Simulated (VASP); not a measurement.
# Zr: single point with PBE

The system is Zr.

```
Zr
1.0
     0.00000    2.23987    2.23987
     2.23987    0.00000    2.23987
     2.23987    2.23987    0.00000
Zr
1
Direct
  0.00000 0.00000 0.00000
```

This cell differs from its parent crystal: volume scaled by 0.98.

```json
{"Program": "VASP 6.6.1", "Task": "single point", "Functional": "PBE", "Potentials or basis": "VASP PAW PBE potentials, release 64 (Zr_sv)", "Cutoff": "520 eV", "k mesh": "10 × 10 × 10", "Occupations": "fermi-dirac, width 0.05 eV", "Spin": "no spin polarisation", "Dipole correction": "no", "Further INCAR settings": "ALGO = Fast; EDIFF = 1e-06; NBANDS = 12"}
```

| Property | Result |
| --- | --- |
| Pressure | 3.2 GPa |
| Band gap on the k mesh | zero (band 6 reaches 10.27 eV, above the bottom of band 7 at 8.96 eV) |

Levels at points of the mesh, in eV from the Fermi level:
```tsv
k point	band 3	band 4	band 5	band 6	band 7	band 8	band 9	band 10
(0.00, 0.00, 0.00)	-26.10	-26.10	-5.60	1.00	1.00	1.00	3.52	3.52
(0.50, 0.00, 0.00)	-26.24	-26.24	-3.02	0.81	0.81	1.24	5.39	5.39
(0.50, 0.50, 0.00)	-26.48	-26.48	-3.11	-2.29	3.20	5.39	5.92	5.92
```

It took 10 s on 1 thread of Intel(R) Xeon(R) Platinum 8259CL CPU @ 2.50GHz (Skylake/Cascade Lake), on a shared host, peak memory 0.14 GiB.
